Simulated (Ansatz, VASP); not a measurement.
**One calculation of AlN, two programs**

The input INCAR:

```
SYSTEM = AlN
PREC = Accurate ; ENCUT = 520
EDIFF = 1E-6 ; ISMEAR = 0
SIGMA = 0.01 ; LREAL = .False.
LASPH = .True. ; NELM = 80
ALGO = Normal ; ISIF = 2
LWAVE = .False. ; LCHARG = .False.
GGA = PE ; IBRION = 2
NSW = 80 ; EDIFFG = -0.004
```

Contents of KPOINTS:

```
Automatic mesh
0
Gamma
  8 8 5
  0 0 0
```

The input POSCAR:

```
AlN
1.0
    3.1302760613      0.0000000000      0.0000000000
   -1.5651380307      2.7108985900      0.0000000000
    0.0000000000      0.0000000000      5.0428245990
Al N
2 2
Direct
    0.3333333333      0.6666666667      0.0002298648
    0.6666666667      0.3333333333      0.5002298648
    0.3333333333      0.6666666667      0.3817701352
    0.6666666667      0.3333333333      0.8817701352
```

Input for Ansatz:

```yaml
crystal:
  lattice:
    - [3.1302760613, 0.0, 0.0]
    - [-1.5651380307, 2.71089859, 0.0]
    - [0.0, 0.0, 5.042824599]
  atoms:
    - { symbol: Al, position: [0.3333333333, 0.6666666667, 0.0002298648] }
    - { symbol: Al, position: [0.6666666667, 0.3333333333, 0.5002298648] }
    - { symbol: "N", position: [0.3333333333, 0.6666666667, 0.3817701352] }
    - { symbol: "N", position: [0.6666666667, 0.3333333333, 0.8817701352] }
scf:
  occupations: { method: fixed }
output:
  forces: true
  stress: true
  eigenvalues: true
  polarization: { axes: [b3], string_points: 12 }
hamiltonian:
  xc: pbe
kpoints:
  mp_grid: { grid: [8, 8, 5] }
relax:
  f_tol: 0.004
```

Alike in both runs: task relaxation of the atoms; functional PBE; k mesh 8 × 8 × 5; no spin polarisation.

|  | VASP | Ansatz |
| --- | --- | --- |
| version | VASP 6.6.1 | Ansatz 0.2.0 |
| potentials or method | VASP PAW PBE potentials, release 64 (Al, N) | scalar-relativistic, plane waves, PAW |
| plane-wave cutoff (eV) | 520 | 420 |
| occupations | gaussian, width 0.01 eV | fixed |
| valence electrons in the cell | 16 | 16 |

|  | VASP | Ansatz | Ansatz less VASP |
| --- | --- | --- | --- |
| gap on the k mesh at the Fermi level, each at its own relaxed structure (eV) | 4.02 | 4.01 | -0.009 |

Ansatz's warnings: stress scf threshold loose.
